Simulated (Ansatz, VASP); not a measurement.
## CaO: VASP beside Ansatz

The input INCAR:

```
  PREC = Accurate
  ENCUT = 600
  EDIFF = 1E-6
  ISMEAR = 0
  SIGMA = 0.01
  LREAL = False
  LASPH = True
  NELM = 120
  ALGO = Normal
  ISIF = 2
  LWAVE = False
  LCHARG = False
  GGA = CA
  NBANDS = 24
  GGA_COMPAT = False
```

The input KPOINTS:

```
regular mesh
0
Gamma
  3 3 3
```

The input POSCAR:

```
CaO
1.0
   -1.6676300000      1.6676300000      8.5134900000
    1.6676300000     -1.6676300000      8.5134900000
    1.6676300000      1.6676300000     -8.5134900000
Ca O
2 2
Direct
    0.3204000000      0.3204000000      0.0000000000
    0.6796000000      0.6796000000      0.0000000000
    0.1818100000      0.1818100000      0.0000000000
    0.8181900000      0.8181900000      0.0000000000
```

Input for Ansatz:

```yaml
crystal:
  lattice:
    - [-1.66763, 1.66763, 8.51349]
    - [1.66763, -1.66763, 8.51349]
    - [1.66763, 1.66763, -8.51349]
  atoms:
    - { symbol: Ca, position: [0.3204, 0.3204, 0.0] }
    - { symbol: Ca, position: [0.6796, 0.6796, 0.0] }
    - { symbol: O, position: [0.18181, 0.18181, 0.0] }
    - { symbol: O, position: [0.81819, 0.81819, 0.0] }
accuracy: high
basis:
  ecutwfc: 530.0
  xc_grid: 2
kpoints:
  mp_grid:
    grid: [3, 3, 3]
hamiltonian:
  xc: lda
scf:
  algorithm: direct_min
  convergence:
    dr2_threshold: 1.0e-05
  lower_state_search: standard
  mixing:
    algorithm: anderson
    beta: 0.2
  occupations:
    method: fixed
output:
  eigenvalues: true
```

Alike in both runs: task single point; functional LDA; k mesh 3 × 3 × 3; no spin polarisation.

|  | VASP | Ansatz |
| --- | --- | --- |
| version | VASP 6.6.1 | Ansatz 0.2.0 |
| potentials or method | VASP PAW LDA potentials, release 64 (Ca_sv, O), cutoff 600 eV | plane waves, PAW |
| occupations | gaussian, width 0.01 eV | fixed |
| valence electrons in the cell | 32 | 32 |

|  | VASP | Ansatz | Ansatz less VASP |
| --- | --- | --- | --- |
| gap on the k mesh at the Fermi level (eV) | 2.07 | 2.09 | +0.011 |

LDA's correlation is that of Perdew and Zunger in VASP and of Perdew and Wang (1992) in Ansatz.

The k mesh is coarse, so the values compare programs but aren't converged.
